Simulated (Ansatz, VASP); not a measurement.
# Two plane-wave programs on Pb

```
Pb
1.0
    -1.97966    1.97966    1.97966
     1.97966   -1.97966    1.97966
     1.97966    1.97966   -1.97966
Pb
1
Cartesian
  0.0000 0.0000 0.0000
```

Alike in both runs: task single point; functional r2SCAN; k mesh 8 × 8 × 8; occupations fermi-dirac, width 0.15 eV; no spin polarisation.

```csv
,VASP,Ansatz
version,VASP 6.6.1,Ansatz 0.2.0
potentials or method,"VASP PAW PBE potentials, release 64 (Pb_d)","plane waves, PAW"
plane-wave cutoff (eV),550,500
valence electrons in the cell,14,14
```

```csv
,VASP,Ansatz,Ansatz less VASP
pressure (GPa),0.2,0.2,0.00
```

VASP's potentials were made for PBE, not for r2SCAN. The functional is the same, so the differences come from potentials, cutoffs and numerics.

Spin-orbit coupling is off throughout.
